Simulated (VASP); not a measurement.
The system is F.

```
CELL_PARAMETERS angstrom
2.75000 -1.64000 0.00000
2.75000 1.64000 0.00000
-1.53472 0.00000 7.11639
ATOMIC_POSITIONS crystal
F 0.96800 0.60200 0.09970
F 0.39800 0.03200 0.40030
F 0.03200 0.39800 0.90030
F 0.60200 0.96800 0.59970
```

* Program: VASP 6.6.1
* Task: relaxation of cell and atoms
* Functional: BLYP
* Potentials or basis: VASP PAW PBE potentials, release 64 (F)
* Cutoff: 600 eV
* k mesh: 6 × 6 × 3
* Occupations: fermi-dirac, width 0.05 eV
* Spin: no spin polarisation

At the start: pressure -2.4 GPa; volume 16.05 Å³/atom.

Q: How do energy, volume and symmetry change on relaxing?

A: Over 45 steps the energy falls by 20.5 meV/atom and the volume is 17.92 Å³/atom (+11.7 %); space group C2/c (No. 15, to 0.1 Å) before and after.

The path:
| step | energy change (eV) | largest force (eV/Å) | pressure (GPa) | volume (Å³) |
| --- | --- | --- | --- | --- |
| 1 | 0.0000 | 1.1435 | -2.38 | 64.19 |
| 3 | -0.0506 | 0.0525 | 0.41 | 63.59 |
| 5 | -0.0507 | 0.0266 | 0.58 | 63.56 |
| 7 | -0.0579 | 0.0325 | 0.49 | 65.24 |
| 9 | -0.0749 | 0.0775 | 0.13 | 73.11 |
| 11 | -0.0751 | 0.0145 | -0.06 | 73.20 |
| 13 | -0.0754 | 0.0128 | -0.03 | 73.18 |
| 15 | -0.0771 | 0.0155 | -0.10 | 73.03 |
| 17 | -0.0771 | 0.0312 | -0.01 | 72.94 |
| 19 | -0.0776 | 0.0223 | 0.04 | 72.24 |
| 21 | -0.0779 | 0.0130 | 0.08 | 71.01 |
| 23 | -0.0781 | 0.0503 | -0.04 | 71.07 |
| 25 | -0.0781 | 0.0949 | -0.14 | 71.13 |
| 27 | -0.0782 | 0.0951 | -0.15 | 71.14 |
| 29 | -0.0784 | 0.0971 | -0.16 | 71.18 |
| 31 | -0.0792 | 0.1163 | -0.24 | 71.34 |
| 33 | -0.0805 | 0.1231 | -0.28 | 71.55 |
| 35 | -0.0815 | 0.0393 | 0.05 | 71.58 |
| 37 | -0.0816 | 0.0413 | 0.05 | 71.60 |
| 39 | -0.0815 | 0.0849 | -0.28 | 71.77 |
| 41 | -0.0819 | 0.0113 | -0.07 | 71.68 |
| 43 | -0.0819 | 0.0128 | -0.08 | 71.69 |
| 45 | -0.0819 | 0.0094 | -0.06 | 71.67 |

Final structure:
```cif
data_structure
_symmetry_space_group_name_H-M 'P 1'
_symmetry_Int_Tables_number 1
_cell_length_a 3.4534
_cell_length_b 3.4534
_cell_length_c 6.9625
_cell_angle_alpha 98.676
_cell_angle_beta 98.676
_cell_angle_gamma 61.248
_cell_volume 71.67
loop_
_atom_site_label
_atom_site_type_symbol
_atom_site_fract_x
_atom_site_fract_y
_atom_site_fract_z
_atom_site_occupancy
F1 F 0.93592 0.57099 0.09860 1
F2 F 0.42901 0.06408 0.40140 1
F3 F 0.06408 0.42901 0.90140 1
F4 F 0.57099 0.93592 0.59860 1
```

Caveat: the PAW data sets were made with another functional, which shifts forces and pressure a little.
